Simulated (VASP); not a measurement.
Crystal: V.

```
V
1.0
    -1.51435    1.51435    1.51435
     1.51435   -1.51435    1.51435
     1.51435    1.51435   -1.51435
V
1
Direct
  0.00000 0.00000 0.00000
```

| Item | Value |
| --- | --- |
| Program | VASP 6.6.1 |
| Task | relaxation of cell and atoms |
| Functional | PBEsol-based screened hybrid with 25 % exact exchange |
| Potentials or basis | VASP PAW PBE potentials, release 64 (V_sv) |
| Cutoff | 600 eV |
| k mesh | 6 × 6 × 6 |
| Occupations | fermi-dirac, width 0.05 eV |
| Spin | collinear spin, ferromagnetic start |
| Starting moments | [2.0] μB |

At the start: pressure -12.4 GPa; volume 13.89 Å³/atom.

Where does the relaxation end?

Over 3 steps the energy falls by 38.8 meV/atom and the volume is 12.97 Å³/atom (-6.6 %); space group Im-3m (No. 229, to 0.1 Å) before and after; moment 0.78 μB per cell.

The path:
| step | energy change (eV) | largest force (eV/Å) | pressure (GPa) | volume (Å³) |
| --- | --- | --- | --- | --- |
| 1 | 0.0000 | 0.0000 | -12.43 | 13.89 |
| 2 | 0.0318 | 0.0000 | 21.66 | 11.84 |
| 3 | -0.0388 | 0.0000 | -0.06 | 12.97 |

Final structure:
```
V
1.0
    -1.48017    1.48017    1.48017
     1.48017   -1.48017    1.48017
     1.48017    1.48017   -1.48017
V
1
Direct
  0.00000 0.00000 0.00000
```

Caveat: the k points lie up to 0.50 Å⁻¹ apart in the final cell; the PAW data sets were made with another functional, which shifts forces and pressure a little.
